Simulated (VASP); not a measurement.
# Mg6O5 (a cell with a defect) in VASP: single point with PBEsol

Aim: the single point of Mg6O5 (a cell with a defect) with PBEsol.

Program: VASP 6.6.1. These are calculated values, not measurements. Logs are shortened: lines on timing, memory, paths and dates and some standing lists are left out, and cuts for length are marked.

## Step 1: The cell of the first run

The cell holds a defect, 11 atoms: a = 5.591 Å, b = 5.591 Å, c = 5.591 Å, α = 90.00°, β = 90.00°, γ = 90.00°.

## Step 2: Single point, PBEsol

INCAR reads:

```
  PREC = Accurate
  ENCUT = 520
  EDIFF = 1E-6
  ISMEAR = 0
  SIGMA = 0.05
  LREAL = F
  LASPH = T
  NELM = 100
  ALGO = Normal
  ISIF = 2
  LWAVE = F
  LCHARG = T
  GGA = PS
  LELF = T
  LVHAR = T
  NBANDS = 32
```

KPOINTS reads:

```
regular mesh
0
Gamma
  4 4 4
```

POSCAR reads:

```
Mg6O5
1.0
    5.5908553621      0.0000000000      0.0000000000
    0.0000000000      5.5908553621      0.0000000000
    0.0000000000      0.0000000000      5.5908553621
Mg O
6 5
Direct
    0.2500000000      0.0000000000      0.5000000000
    0.0000000000      0.5000000000      0.2500000000
    0.5000000000      0.7500000000      0.0000000000
    0.7500000000      0.0000000000      0.5000000000
    0.0000000000      0.5000000000      0.7500000000
    0.5000000000      0.2500000000      0.0000000000
    0.5000000000      0.0000000000      0.2500000000
    0.0000000000      0.7500000000      0.5000000000
    1.0000000000      0.5000000000      0.0000000000
    0.5000000000      0.0000000000      0.7500000000
    0.0000000000      0.2500000000      0.5000000000
```

Potentials or basis: VASP PAW PBE potentials, release 64 (Mg, O).

Run with:

```bash
cat potpaw_PBE.64/Mg/POTCAR potpaw_PBE.64/O/POTCAR > POTCAR
mpirun -np 1 vasp_std > vasp.out
```

OUTCAR:

```text
PREC = Accurate
   ENCUT = 520
   EDIFF = 1E-6
   ISMEAR = 0
   LREAL = F
   LASPH = T
   NELM = 100
   ISIF = 2
   GGA = PS

 ion  position               nearest neighbor table
   1  0.250  0.000  0.500-   7 1.98   8 1.98  10 1.98  11 1.98   4 2.80   4 2.80   2 3.42   5 3.42
                             6 3.42   3 3.42   6 3.42   2 3.42   5 3.42   3 3.42
   2  0.000  0.500  0.250-   9 1.40   8 1.98  11 1.98   5 2.80   5 2.80   3 3.42   4 3.42   1 3.42
                             6 3.42   1 3.42   4 3.42   3 3.42   6 3.42
   3  0.500  0.750  0.000-   7 1.98  10 1.98   6 2.80   6 2.80   1 3.42   2 3.42   4 3.42   1 3.42
                             4 3.42   5 3.42   2 3.42   5 3.42
   4  0.750  0.000  0.500-   7 1.98   8 1.98  10 1.98  11 1.98   1 2.80   1 2.80   3 3.42   5 3.42
                             6 3.42   3 3.42   6 3.42   2 3.42   5 3.42   2 3.42
   5  0.000  0.500  0.750-   9 1.40   8 1.98  11 1.98   2 2.80   2 2.80   1 3.42   3 3.42   4 3.42
                             6 3.42   1 3.42   4 3.42   3 3.42   6 3.42
   6  0.500  0.250  0.000-   7 1.98  10 1.98   3 2.80   3 2.80   5 3.42   2 3.42   1 3.42   1 3.42
                             4 3.42   4 3.42   2 3.42   5 3.42
   7  0.500  0.000  0.250-   1 1.98   3 1.98   4 1.98   6 1.98
   8  0.000  0.750  0.500-   1 1.98   2 1.98   4 1.98   5 1.98
   9  0.000  0.500  0.000-   2 1.40   5 1.40
  10  0.500  0.000  0.750-   1 1.98   3 1.98   4 1.98   6 1.98
  11  0.000  0.250  0.500-   1 1.98   2 1.98   4 1.98   5 1.98

 -----------------------------------------------------------------------------
|                                                                             |
|           W    W    AA    RRRRR   N    N  II  N    N   GGGG   !!!           |
|           W    W   A  A   R    R  NN   N  II  NN   N  G    G  !!!           |
|           W    W  A    A  R    R  N N  N  II  N N  N  G       !!!           |
|           W WW W  AAAAAA  RRRRR   N  N N  II  N  N N  G  GGG   !            |
|           WW  WW  A    A  R   R   N   NN  II  N   NN  G    G                |
|           W    W  A    A  R    R  N    N  II  N    N   GGGG   !!!           |
|                                                                             |
|     The distance between some ions is very small. Please check the          |
|     nearest-neighbor list in the OUTCAR file.                               |
|     I HOPE YOU KNOW WHAT YOU ARE DOING!                                     |
|                                                                             |
 -----------------------------------------------------------------------------

  LATTYP: Found a simple cubic cell.
 ALAT       =     5.5908553621

  Lattice vectors:

 A1 = (   5.5908553621,   0.0000000000,   0.0000000000)
 A2 = (   0.0000000000,   5.5908553621,   0.0000000000)
 A3 = (   0.0000000000,   0.0000000000,   5.5908553621)

Analysis of symmetry for initial positions (statically):
[... 166 lines left out ...]
  Thomas-Fermi vector in A             =   2.151264
   LORBIT       =      0    0 simple, 1 ext, 2 COOP (PROOUT), +10 PAW based schemes
   GGA     = PS    functional components
   LHFCALC =     F    Hartree Fock is set to
   AEXX    =    0.0000 exact exchange contribution
   IVDW    =     0    specifies the selected vdW correction
   LEPSILON=     F    determine dielectric tensor
   LRPA    =     F    only Hartree local field effects (RPA)
 non-spin polarized calculation
 Gauss-broadening in eV      SIGMA  =   0.05
  energy-cutoff  :      520.00
  volume of cell :      174.76
 maximum number of plane-waves:      4729
 NGX is ok and might be reduce to    42
   NGX = 21   NGY = 21   NGZ = 21

 number of electron      41.9999969 magnetization

 Free energy of the ion-electron system (eV)
  ---------------------------------------------------
  ext. energy  EPLUGINS =         0.00000000
  ---------------------------------------------------
  free energy    TOTEN  =       -51.45414747 eV

  energy without entropy =      -51.45382811  energy(sigma->0) =      -51.45398779

 E-fermi :   2.5808     XC(G=0):  -8.5454

 val. band max:        2.5303894358   @ k =   0.5000   0.5000   0.5000
 cond. band min:       2.6312659110   @ k =   0.0000   0.0000   0.5000
 fundamental gap:      0.1008764751
 Fermi energy:         2.5808473465

 k-point     1 :       0.0000    0.0000    0.0000
  band No.  band energies     occupation
      1     -16.4277      2.00000
      2     -16.0798      2.00000
      3     -15.7364      2.00000
      4     -15.5478      2.00000
      5     -15.4291      2.00000
      6      -3.7954      2.00000
[... 829 lines left out ...]
     31      10.2251      0.00000
     32      10.3703      0.00000

 [... further k-points ...]

------------------------ aborting loop because EDIFF is reached ----------------------------------------

  FORCE on cell =-STRESS in cart. coord.  units (eV):
  Direction    XX          YY          ZZ          XY          YZ          ZX
  --------------------------------------------------------------------------------------
  -------------------------------------------------------------------------------------
  Total        0.1051323      2.3192680     72.8543947     -0.0000000      0.0000000      0.0000000
  in kB        0.9638553     21.2631085    667.9309464     -0.0000000      0.0000000      0.0000000
  external PRESSURE =     230.0526367 kB  Pullay stress =       0.0000000 kB

 VOLUME and BASIS-vectors are now :
 -----------------------------------------------------------------------------
  energy-cutoff  :      520.00
  volume of cell :      174.76
      direct lattice vectors                 reciprocal lattice vectors
     5.590855362  0.000000000  0.000000000     0.178863508  0.000000000  0.000000000
     0.000000000  5.590855362  0.000000000     0.000000000  0.178863508  0.000000000
     0.000000000  0.000000000  5.590855362     0.000000000  0.000000000  0.178863508

 POSITION                                       TOTAL-FORCE (eV/Angst)
 -----------------------------------------------------------------------------------
      1.39771      0.00000      2.79543        -0.153412      0.000000     -0.000000
      0.00000      2.79543      1.39771         0.000000      0.000000     25.795537
      2.79543      4.19314      0.00000         0.000000      0.464239     -0.000000
      4.19314      0.00000      2.79543         0.153412      0.000000     -0.000000
      0.00000      2.79543      4.19314         0.000000      0.000000    -25.795537
      2.79543      1.39771      0.00000         0.000000     -0.464239     -0.000000
      2.79543      0.00000      1.39771         0.000000      0.000000     -0.237022
      0.00000      4.19314      2.79543        -0.000000      0.196682     -0.000000
      0.00000      2.79543      0.00000         0.000000      0.000000     -0.000000
      2.79543      0.00000      4.19314         0.000000      0.000000      0.237022
      0.00000      1.39771      2.79543        -0.000000     -0.196682     -0.000000
 -----------------------------------------------------------------------------------
    total drift:                                0.000000      0.000000     -0.000000

  FREE ENERGIE OF THE ION-ELECTRON SYSTEM (eV)
  ---------------------------------------------------
  free  energy   TOTEN  =       -51.4541474671 eV

  energy  without entropy=      -51.4538281130  energy(sigma->0) =      -51.45398779
```

OSZICAR:

```text
N       E                     dE             d eps       ncg     rms          rms(c)
DAV:   1     0.250980970615E+03    0.25098E+03   -0.18704E+04  1728   0.111E+03
DAV:   2    -0.398805230641E+02   -0.29086E+03   -0.27973E+03  2264   0.246E+02
DAV:   3    -0.680713299313E+02   -0.28191E+02   -0.28057E+02  2144   0.843E+01
DAV:   4    -0.683560213970E+02   -0.28469E+00   -0.28460E+00  1992   0.963E+00
DAV:   5    -0.683587792750E+02   -0.27579E-02   -0.27577E-02  2168   0.918E-01    0.218E+01
DAV:   6    -0.521534691439E+02    0.16205E+02   -0.61724E+01  1920   0.387E+01    0.695E+00
DAV:   7    -0.517184589308E+02    0.43501E+00   -0.16681E+00  1904   0.685E+00    0.384E+00
DAV:   8    -0.514508582871E+02    0.26760E+00   -0.35883E-01  2064   0.411E+00    0.582E-01
DAV:   9    -0.514503622189E+02    0.49607E-03   -0.33527E-02  2216   0.967E-01    0.270E-01
DAV:  10    -0.514533541367E+02   -0.29919E-02   -0.42924E-03  1864   0.375E-01    0.107E-01
DAV:  11    -0.514539281252E+02   -0.57399E-03   -0.16886E-03  1824   0.196E-01    0.311E-02
DAV:  12    -0.514540969090E+02   -0.16878E-03   -0.39960E-04  1928   0.108E-01    0.287E-02
DAV:  13    -0.514541503627E+02   -0.53454E-04   -0.22833E-04  1816   0.101E-01    0.249E-02
DAV:  14    -0.514541465478E+02    0.38148E-05   -0.47195E-05  1968   0.468E-02    0.492E-03
DAV:  15    -0.514541474671E+02   -0.91930E-06   -0.96724E-06  2040   0.159E-02
   1 F= -.51454147E+02 E0= -.51453988E+02  d E =-.319354E-03
```

stdout:

```text
POSCAR found type information on POSCAR MgO
 POSCAR found :  2 types and      11 ions
 scaLAPACK will be used
 -----------------------------------------------------------------------------
|                                                                             |
|                                                                             |
[... 17 lines left out ...]
|     I HOPE YOU KNOW WHAT YOU ARE DOING!                                     |
|                                                                             |
 -----------------------------------------------------------------------------

 POSCAR, INCAR and KPOINTS ok, starting setup
 FFT: planning ... GRIDC
 FFT: planning ... GRID_SOFT
 FFT: planning ... GRID
 WAVECAR not read
 entering main loop
```

It took 6.1 min on 1 thread of AMD EPYC 7R13, shared host; peak memory 0.28 GiB.

Results:

| Item | Value |
| --- | --- |
| Free energy | -51.4541 eV |
| Pressure | 23.0 GPa |
| Largest force | 25.796 eV/Å |
| Band gap on the k mesh | 0.10 eV |

Forces on the atoms (eV/Å):
```
Mg   -0.153   0.000   0.000
Mg    0.000   0.000  25.796
Mg    0.000   0.464   0.000
Mg    0.153   0.000   0.000
Mg    0.000   0.000 -25.796
Mg    0.000  -0.464   0.000
O     0.000   0.000  -0.237
O     0.000   0.197   0.000
O     0.000   0.000   0.000
O     0.000   0.000   0.237
O     0.000  -0.197   0.000
```

Caveat: the cell differs from its parent crystal (atoms taken out, atom 9 moved 0.500 of the way to it and +0.000 Å across, host rigid); atoms lie so close that the PAW spheres overlap strongly, which falsifies energies and pressures; the PAW data sets were made with another functional, which shifts forces and pressure a little.
